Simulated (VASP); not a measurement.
# Ge3N (Pm-3m) in VASP: further runs

The runs below take Ge3N through single point, relaxation of cell and atoms, with PBE.

Everything below comes from runs of VASP 6.6.1. Logs are shortened: lines on timing, memory, paths and dates and some standing lists are left out, and cuts for length are marked.

### 1 The cell of the first run

It takes space group Pm-3m (No. 221, cubic). The conventional cell has a = 3.976 Å, b = 3.976 Å, c = 3.976 Å, α = 90.00°, β = 90.00°, γ = 90.00°. Within 3.7 Å of Ge (site symmetry 4/mmm) lie 8 Ge at 2.81 Å and 4 N at 2.81 Å. Within 3.7 Å of N (site symmetry m-3m) lie 12 Ge at 2.81 Å.

### 2 Single point, PBE

Contents of INCAR:

```
SYSTEM = Ge3N
PREC = Accurate ; ENCUT = 520
EDIFF = 1E-7 ; ISMEAR = 0
SIGMA = 0.1 ; LREAL = .False.
LASPH = .True. ; NELM = 100
ALGO = Normal ; ISIF = 2
LWAVE = .False. ; LCHARG = .False.
GGA = PE ; NBANDS = 32
```

Contents of KPOINTS:

```
regular mesh
0
Gamma
  4 4 4
  0 0 0
```

Contents of POSCAR:

```
Ge3N
1.0
    3.9764009267      0.0000000000      0.0000000000
    0.0000000000      3.9764009267      0.0000000000
    0.0000000000      0.0000000000      3.9764009267
Ge N
3 1
Direct
    0.5000000000      0.5000000000      0.0000000000
    0.5000000000      0.0000000000      0.5000000000
    0.0000000000      0.5000000000      0.5000000000
    0.0000000000      0.0000000000      0.0000000000
```

Potentials or basis: VASP PAW PBE potentials, release 64 (Ge_d, N).

Launch:

```console
$ cat potpaw_PBE.64/Ge_d/POTCAR potpaw_PBE.64/N/POTCAR > POTCAR
$ mpirun -np 1 vasp_std > vasp.out
```

OUTCAR:

```text
SYSTEM = Ge3N
   PREC = Accurate
   ENCUT = 520
   EDIFF = 1E-7
   ISMEAR = 0
   LREAL = .False.
   LASPH = .True.
   NELM = 100
   ISIF = 2
   GGA = PE

 ion  position               nearest neighbor table
   1  0.500  0.500  0.000-   2 2.81   3 2.81   2 2.81   3 2.81   2 2.81   2 2.81   3 2.81   3 2.81

   2  0.500  0.000  0.500-   1 2.81   3 2.81   1 2.81   1 2.81   3 2.81   1 2.81   3 2.81   3 2.81

   3  0.000  0.500  0.500-   1 2.81   2 2.81   1 2.81   2 2.81   1 2.81   2 2.81   1 2.81   2 2.81

   4  0.000  0.000  0.000-

  LATTYP: Found a simple cubic cell.
 ALAT       =     3.9764009267

  Lattice vectors:

 A1 = (   3.9764009267,   0.0000000000,   0.0000000000)
 A2 = (   0.0000000000,   3.9764009267,   0.0000000000)
 A3 = (   0.0000000000,   0.0000000000,   3.9764009267)

Analysis of symmetry for initial positions (statically):
=====================================================================
 Subroutine PRICEL returns:
 Original cell was already a primitive cell.

 Routine SETGRP: Setting up the symmetry group for a
 simple cubic supercell.

 Subroutine GETGRP returns: Found 48 space group operations
 (whereof 48 operations were pure point group operations)
 out of a pool of 48 trial point group operations.

The static configuration has the point symmetry O_h .

Analysis of symmetry for dynamics (positions and initial velocities):
=====================================================================
 Subroutine PRICEL returns:
 Original cell was already a primitive cell.

 Routine SETGRP: Setting up the symmetry group for a
 simple cubic supercell.

 Subroutine GETGRP returns: Found 48 space group operations
 (whereof 48 operations were pure point group operations)
 out of a pool of 48 trial point group operations.

The dynamic configuration has the point symmetry O_h .

 Subroutine INISYM returns: Found 48 space group operations
 (whereof 48 operations are pure point group operations),
 and found     1 'primitive' translations

----------------------------------------------------------------------------------------

                                     Primitive cell

  volume of cell :      62.8739

  direct lattice vectors                    reciprocal lattice vectors
     3.976400927  0.000000000  0.000000000     0.251483696  0.000000000  0.000000000
     0.000000000  3.976400927  0.000000000     0.000000000  0.251483696  0.000000000
     0.000000000  0.000000000  3.976400927     0.000000000  0.000000000  0.251483696

  length of vectors
     3.976400927  3.976400927  3.976400927     0.251483696  0.251483696  0.251483696

  position of ions in fractional coordinates (direct lattice)
     0.500000000  0.500000000  0.000000000
     0.500000000  0.000000000  0.500000000
     0.000000000  0.500000000  0.500000000
     0.000000000  0.000000000  0.000000000

  ion indices of the primitive-cell ions
   primitive index   ion index
                 1           1
                 2           2
                 3           3
                 4           4

----------------------------------------------------------------------------------------

 KPOINTS: regular mesh

Automatic generation of k-mesh.
 Grid dimensions read from file:
 generate k-points for:    4    4    4

 Generating k-lattice:

  Cartesian coordinates                     Fractional coordinates (reciprocal lattice)
     0.062870924  0.000000000  0.000000000     0.250000000  0.000000000  0.000000000
     0.000000000  0.062870924  0.000000000     0.000000000  0.250000000  0.000000000
     0.000000000  0.000000000  0.062870924     0.000000000  0.000000000  0.250000000

  Length of vectors
     0.062870924  0.062870924  0.062870924

  Shift w.r.t. Gamma in fractional coordinates (k-lattice)
     0.000000000  0.000000000  0.000000000

 Subroutine IBZKPT returns following result:
 ===========================================

 Found     10 irreducible k-points:

 Following reciprocal coordinates:
            Coordinates               Weight
  0.000000  0.000000  0.000000      1.000000
  0.250000  0.000000  0.000000      6.000000
  0.500000  0.000000  0.000000      3.000000
  0.250000  0.250000  0.000000     12.000000
  0.500000  0.250000  0.000000     12.000000
  0.500000  0.500000  0.000000      3.000000
  0.250000  0.250000  0.250000      8.000000
  0.500000  0.250000  0.250000     12.000000
  0.500000  0.500000  0.250000      6.000000
  0.500000  0.500000  0.500000      1.000000
   k-points           NKPTS =     10   k-points in BZ     NKDIM =     10   number of bands    NBANDS=     32
   number of dos      NEDOS =    301   number of ions     NIONS =      4
   total plane-waves  NPLWV =  27000
   dimension x,y,z NGX =    30 NGY =   30 NGZ =   30
   dimension x,y,z NGXF=    60 NGYF=   60 NGZF=   60
   ions per type =               3   1
   NGX,Y,Z   is equivalent  to a cutoff of  12.54, 12.54, 12.54 a.u.
   NGXF,Y,Z  is equivalent  to a cutoff of  25.08, 25.08, 25.08 a.u.
 SYSTEM =  Ge3N
   PREC   = accura    normal or accurate (medium, high low for compatibility)
   ISTART =      0    job   : 0-new  1-cont  2-samecut
   ICHARG =      2    charge: 1-file 2-atom 10-const
   ISPIN  =      1    spin polarized calculation?
   LNONCOLLINEAR =      F non collinear calculations
   LSORBIT =      F    spin-orbit coupling
   LASPH  =      T    aspherical Exc in radial PAW
   ENCUT  =  520.0 eV  38.22 Ry    6.18 a.u.   7.39  7.39  7.39*2*pi/ulx,y,z
   NELM   =    100;   NELMIN=  2; NELMDL= -5     # of ELM steps
   EDIFF  = 0.1E-06   stopping-criterion for ELM
   LREAL  =      F    real-space projection
   EDIFFG = 0.1E-05   stopping-criterion for IOM
   NSW    =      0    number of steps for IOM
   IBRION =     -1    ionic relax: 0-MD 1-quasi-New 2-CG
   NFREE  =      0    steps in history (QN), initial steepest desc. (CG)
   ISIF   =      2    stress and relaxation
   ISYM   =      2    0-nonsym 1-usesym 2-fastsym
   POTIM  = 0.5000    time-step for ionic-motion
   TEBEG  =    0.0;   TEEND  =   0.0 temperature during run
   PSTRESS=    0.0 pullay stress
   NELECT =      47.0000    total number of electrons
   NUPDOWN=      -1.0000    fix difference up-down
   EMIN   =  10.00;   EMAX   =-10.00  energy-range for DOS
   EFERMI =   0.00;   METHOD = LEGACY
   ISMEAR =     0;   SIGMA  =   0.10  broadening in eV -4-tet -1-fermi 0-gaus
   EFERMI_NEDOS =   21; number of points for ismear=-14 and -15
   IALGO  =     38    algorithm
   IMIX   =      4    mixing-type and parameters
     AMIX     =   0.40;   BMIX     =  1.00
     AMIX_MAG =   1.60;   BMIX_MAG =  1.00
  volume/ion in A,a.u.               =      15.72       106.07
  Fermi-wavevector in a.u.,A,eV,Ry     =   1.485767  2.807692 30.034897  2.207503
  Thomas-Fermi vector in A             =   2.599137
   LORBIT       =      0    0 simple, 1 ext, 2 COOP (PROOUT), +10 PAW based schemes
   GGA     = PE    functional components
   LHFCALC =     F    Hartree Fock is set to
   AEXX    =    0.0000 exact exchange contribution
   IVDW    =     0    specifies the selected vdW correction
   LEPSILON=     F    determine dielectric tensor
   LRPA    =     F    only Hartree local field effects (RPA)
 non-spin polarized calculation
 Gauss-broadening in eV      SIGMA  =   0.10
  energy-cutoff  :      520.00
  volume of cell :       62.87
 maximum number of plane-waves:      1743
 NGX is ok and might be reduce to    30
   NGX = 15   NGY = 15   NGZ = 15

 number of electron      46.9999994 magnetization

 Free energy of the ion-electron system (eV)
  ---------------------------------------------------
  ext. energy  EPLUGINS =         0.00000000
  ---------------------------------------------------
  free energy    TOTEN  =       -17.56369668 eV

  energy without entropy =      -17.55135136  energy(sigma->0) =      -17.55752402

 E-fermi :   6.5032     XC(G=0): -11.5120

 val. band max:        6.4057512644   @ k =   0.5000   0.2500   0.2500
 cond. band min:       6.5548523352   @ k =   0.2500   0.0000   0.0000
 fundamental gap:      0.1491010708
 Fermi energy:         6.5032108519

 k-point     1 :       0.0000    0.0000    0.0000
  band No.  band energies     occupation
      1     -18.3397      2.00000
      2     -18.3397      2.00000
      3     -18.3397      2.00000
      4     -18.3060      2.00000
      5     -18.2978      2.00000
      6     -18.2978      2.00000
[... 24 lines left out ...]
     31      15.1546      0.00000
     32      15.1546      0.00000

 k-point     2 :       0.2500    0.0000    0.0000
  band No.  band energies     occupation
      1     -18.3344      2.00000
      2     -18.3082      2.00000
      3     -18.3082      2.00000
      4     -18.2955      2.00000
      5     -18.2829      2.00000
      6     -18.2794      2.00000
[... 24 lines left out ...]
     31      13.7639      0.00000
     32      14.0159      0.00000

 k-point     3 :       0.5000    0.0000    0.0000
  band No.  band energies     occupation
      1     -18.3286      2.00000
      2     -18.2930      2.00000
      3     -18.2511      2.00000
      4     -18.2505      2.00000
      5     -18.2505      2.00000
      6     -18.2481      2.00000
[... 24 lines left out ...]
     31      12.8978      0.00000
     32      16.6467      0.00000

 k-point     4 :       0.2500    0.2500    0.0000
  band No.  band energies     occupation
      1     -18.3118      2.00000
      2     -18.3073      2.00000
      3     -18.2944      2.00000
      4     -18.2856      2.00000
      5     -18.2637      2.00000
      6     -18.2541      2.00000
[... 24 lines left out ...]
     31      14.7099      0.00000
     32      14.9906      0.00000

 k-point     5 :       0.5000    0.2500    0.0000
  band No.  band energies     occupation
      1     -18.2997      2.00000
      2     -18.2912      2.00000
      3     -18.2787      2.00000
      4     -18.2568      2.00000
      5     -18.2416      2.00000
      6     -18.2361      2.00000
[... 24 lines left out ...]
     31      13.1557      0.00000
     32      18.0454      0.00000

 k-point     6 :       0.5000    0.5000    0.0000
  band No.  band energies     occupation
      1     -18.2927      2.00000
      2     -18.2927      2.00000
      3     -18.2614      2.00000
      4     -18.2499      2.00000
      5     -18.2417      2.00000
      6     -18.2345      2.00000
[... 24 lines left out ...]
     31      15.4272      0.00000
     32      18.4943      0.00000

 k-point     7 :       0.2500    0.2500    0.2500
  band No.  band energies     occupation
      1     -18.3077      2.00000
      2     -18.3021      2.00000
      3     -18.3021      2.00000
      4     -18.2582      2.00000
      5     -18.2497      2.00000
      6     -18.2497      2.00000
[... 24 lines left out ...]
     31      14.7532      0.00000
     32      15.0878      0.00000

 k-point     8 :       0.5000    0.2500    0.2500
  band No.  band energies     occupation
      1     -18.2990      2.00000
      2     -18.2859      2.00000
      3     -18.2820      2.00000
      4     -18.2768      2.00000
      5     -18.2608      2.00000
      6     -18.2502      2.00000
[... 24 lines left out ...]
     31      13.9358      0.00000
     32      17.6630      0.00000

 k-point     9 :       0.5000    0.5000    0.2500
  band No.  band energies     occupation
      1     -18.2922      2.00000
      2     -18.2922      2.00000
      3     -18.2848      2.00000
      4     -18.2735      2.00000
      5     -18.2676      2.00000
      6     -18.2611      2.00000
[... 24 lines left out ...]
     31      15.6449      0.00000
     32      16.8408      0.00000

 k-point    10 :       0.5000    0.5000    0.5000
  band No.  band energies     occupation
      1     -18.2988      2.00000
      2     -18.2938      2.00000
      3     -18.2938      2.00000
      4     -18.2938      2.00000
      5     -18.2799      2.00000
      6     -18.2799      2.00000
[... 24 lines left out ...]
     31      15.8923      0.00000
     32      15.8923      0.00000

------------------------ aborting loop because EDIFF is reached ----------------------------------------

  FORCE on cell =-STRESS in cart. coord.  units (eV):
  Direction    XX          YY          ZZ          XY          YZ          ZX
  --------------------------------------------------------------------------------------
  -------------------------------------------------------------------------------------
  Total       -0.0334812     -0.0334812     -0.0334812      0.0000000      0.0000000      0.0000000
  in kB       -0.8531817     -0.8531817     -0.8531817      0.0000000      0.0000000      0.0000000
  external PRESSURE =      -0.8531817 kB  Pullay stress =       0.0000000 kB

 VOLUME and BASIS-vectors are now :
 -----------------------------------------------------------------------------
  energy-cutoff  :      520.00
  volume of cell :       62.87
      direct lattice vectors                 reciprocal lattice vectors
     3.976400927  0.000000000  0.000000000     0.251483696  0.000000000  0.000000000
     0.000000000  3.976400927  0.000000000     0.000000000  0.251483696  0.000000000
     0.000000000  0.000000000  3.976400927     0.000000000  0.000000000  0.251483696

 POSITION                                       TOTAL-FORCE (eV/Angst)
 -----------------------------------------------------------------------------------
      1.98820      1.98820      0.00000         0.000000      0.000000      0.000000
      1.98820      0.00000      1.98820         0.000000      0.000000      0.000000
      0.00000      1.98820      1.98820         0.000000      0.000000      0.000000
      0.00000      0.00000      0.00000         0.000000      0.000000      0.000000
 -----------------------------------------------------------------------------------
    total drift:                                0.000000      0.000000     -0.000000

  FREE ENERGIE OF THE ION-ELECTRON SYSTEM (eV)
  ---------------------------------------------------
  free  energy   TOTEN  =       -17.5636966849 eV

  energy  without entropy=      -17.5513513572  energy(sigma->0) =      -17.55752402
```

It took 12 s on 1 thread of Intel Xeon 6975P-C (Granite Rapids), shared host; peak memory 0.16 GiB.

Results:

```yaml
Free_energy: -17.5637 eV
Pressure: -0.1 GPa
```

Caveat: the k points lie up to 0.40 Å⁻¹ apart.

### 3 Single point, PBE

This run uses another cell than the first one, of 17.21 Å³/atom, 1.095 times its volume.

Contents of INCAR:

```
PREC = Accurate ; ENCUT = 520
EDIFF = 1E-6 ; ISMEAR = 0
SIGMA = 0.1 ; LREAL = False
LASPH = True ; NELM = 100
ALGO = Normal ; ISIF = 2
LWAVE = False ; LCHARG = False
GGA = PE ; NBANDS = 32
```

Contents of KPOINTS:

```
regular mesh
0
Gamma
  4 4 4
```

Contents of POSCAR:

```
Ge3N
1.0
    4.0981831300      0.0000000000      0.0000000000
    0.0000000000      4.0981831300      0.0000000000
    0.0000000000      0.0000000000      4.0981831300
Ge N
3 1
Direct
    0.5000000000      0.5000000000      0.0000000000
    0.5000000000      0.0000000000      0.5000000000
    0.0000000000      0.5000000000      0.5000000000
    0.0000000000      0.0000000000      0.0000000000
```

Potentials or basis: VASP PAW PBE potentials, release 64 (Ge_d, N).

Launch:

```console
$ cat potpaw_PBE.64/Ge_d/POTCAR potpaw_PBE.64/N/POTCAR > POTCAR
$ mpirun -np 1 vasp_std > vasp.out
```

It took 12 s on 1 thread of Intel Xeon 6975P-C (Granite Rapids), shared host; peak memory 0.17 GiB.

It converged, with:

- Free energy: -17.4440 eV
- Pressure: -6.0 GPa

Levels at points of the mesh, in eV from the Fermi level:
```csv
k point,band 21,band 22,band 23,band 24,band 25,band 26
"(0.00, 0.00, 0.00)",-3.86,-3.86,0.53,0.53,0.53,3.81
"(0.50, 0.00, 0.00)",-2.15,-1.57,-1.57,-1.06,0.95,2.63
"(0.50, 0.50, 0.00)",-1.33,-0.97,-0.97,-0.11,0.42,1.11
"(0.50, 0.50, 0.50)",-4.82,-4.82,-4.82,2.14,2.14,2.14
```

Caveat: the k points lie up to 0.38 Å⁻¹ apart.

### 4 Relaxation of cell and atoms, PBE

This run uses another cell than the first one, of 17.21 Å³/atom, 1.095 times its volume.

Contents of INCAR:

```
ALGO     = Normal         # electronic algorithm
EDIFF    = 1E-6           # SCF threshold, eV
EDIFFG   = -0.04          # ionic threshold
ENCUT    = 600            # plane-wave cutoff, eV
GGA      = PE             # functional
IBRION   = 2              # ionic algorithm
ISIF     = 3              # what is computed and relaxed
ISMEAR   = 0              # smearing method
LASPH    = True           # aspherical terms in the spheres
LCHARG   = False          # write CHGCAR
LREAL    = False          # projectors in reciprocal space
LWAVE    = False          # write WAVECAR
NELM     = 100            # most SCF steps
NSW      = 90             # ionic steps
PREC     = Accurate       # precision mode
SIGMA    = 0.1            # smearing width, eV
```

Contents of KPOINTS:

```
k-points
0
Gamma
  4 4 4
```

POSCAR is that of step 3.

Launch:

```console
$ cat potpaw_PBE.64/Ge_d/POTCAR potpaw_PBE.64/N/POTCAR > POTCAR
$ mpirun -np 1 vasp_std > vasp.out
```

Run time: 31 s. Hardware: 1 thread of Intel Xeon 6975P-C (Granite Rapids), shared host; peak memory 0.21 GiB.

Results (log left out):

- Free energy: -17.5691 eV
- Relaxed volume: 15.69 Å³/atom
- Relaxed cell: a = 3.974 Å, b = 3.974 Å, c = 3.974 Å, α = 90.00°, β = 90.00°, γ = 90.00°
- Space group after relaxing (to 0.05 Å): Pm-3m (No. 221)
- Energy gained by relaxing: 30.9 meV/atom
- Ionic steps: 3
- Pressure after relaxing: 0.0 GPa

The path:
```tsv
step	energy change (eV)	largest force (eV/Å)	pressure (GPa)	volume (Å³)
1	0.0000	0.0000	-6.16	68.83
2	-0.1233	0.0000	0.42	62.45
3	-0.1237	0.0000	0.03	62.78
```

Final structure:
```
CELL_PARAMETERS angstrom
3.97435 0.00000 0.00000
0.00000 3.97435 0.00000
0.00000 0.00000 3.97435
ATOMIC_POSITIONS crystal
Ge 0.50000 0.50000 0.00000
Ge 0.50000 0.00000 0.50000
Ge 0.00000 0.50000 0.50000
N 0.00000 0.00000 0.00000
```

Levels at points of the mesh, in eV from the Fermi level:
```
           k point  band 21  band 22  band 23  band 24  band 25  band 26
(0.00, 0.00, 0.00)    -4.30    -4.30     0.56     0.56     0.56     4.11
(0.50, 0.00, 0.00)    -2.45    -1.81    -1.81    -1.25     0.84     2.98
(0.50, 0.50, 0.00)    -1.52    -0.92    -0.92     0.10     0.34     1.08
(0.50, 0.50, 0.50)    -5.37    -5.37    -5.37     2.39     2.39     2.39
```

Caveat: the k points lie up to 0.40 Å⁻¹ apart in the final cell.

[end of part 1 of 2]
